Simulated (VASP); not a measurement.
Crystal: AlN.

```xyz
4
Lattice="3.1067 0.0000 0.0000 -1.5533 2.6905 0.0000 0.0000 0.0000 4.9786" Properties=species:S:1:pos:R:3 pbc="T T T"
Al    0.0000    1.7937   -0.0040
Al    1.5533    0.8968    2.4853
N     0.0000    1.7937    1.8958
N     1.5533    0.8968    4.3851
```

Program: VASP 6.6.1. Alike in all runs: task single point; no spin polarisation; cell as given; k mesh 12 × 12 × 6; cutoff (eV) 520.

Task: Order these runs on this cell by their pressure, lowest first.
A. level LDA; potentials or basis VASP PAW LDA potentials, release 64 (Al, N); smearing gaussian 0.01 eV
B. level PBE; potentials or basis VASP PAW PBE potentials, release 64 (Al, N); smearing fermi-dirac 0.02 eV
C. level r2SCAN; potentials or basis VASP PAW PBE potentials, release 64 (Al, N); smearing gaussian 0.01 eV

Result: A (-3.2 GPa), C (-0.4 GPa), B (4.4 GPa).

Caveats: the PAW data sets were made with another functional, which shifts forces and pressure a little (some runs).
